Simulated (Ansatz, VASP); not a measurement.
**One calculation of Li2TaO2, two programs**

```
CELL_PARAMETERS angstrom
2.91042 0.00000 0.00000
0.00000 2.91042 0.00000
0.00000 0.00000 5.11102
ATOMIC_POSITIONS crystal
Li 0.00000 0.50000 0.50000
Li 0.50000 0.00000 0.50000
Ta 0.00000 0.00000 0.00000
O 0.50000 0.50000 0.23055
O 0.50000 0.50000 0.76945
```

Change from the starting cell: species swapped into the CeMg2Si2 type (P4/mmm, No. 123).

Alike in both runs: task single point; functional PBE; k mesh 6 × 6 × 4; occupations gaussian, width 0.1 eV; collinear spin.

|  | VASP | Ansatz |
| --- | --- | --- |
| version | VASP 6.6.1 | Ansatz 0.2.0 |
| potentials or method | VASP PAW PBE potentials, release 64 (Li_sv, Ta_pv, O), cutoff 520 eV | scalar-relativistic, plane waves, PAW |
| valence electrons in the cell | 29 | 31 |

```tsv
	VASP	Ansatz	Ansatz less VASP
gap on the k mesh at the Fermi level (eV)	none	none	-
rms of the force components (eV/Å)	0.001	0.005	+0.0031
net moment per atom (μB)	0.00	0.00	0.000
```

Atom by atom the forces differ by 0.006 eV/Å (rms over components). A gap of «none» marks a metal or a gap that the smearing closes. With one functional, cell and mesh, what is left measures potentials, basis and numerics. VASP's potentials hold 29 valence electrons a cell and Ansatz's 31, so a difference there can come from the potentials and not from the codes. Ansatz's warnings: seeded moment not kept.

Neither program's run includes spin-orbit coupling. Noted on VASP's run: the cutoff is short for stress, so the pressure is rough.
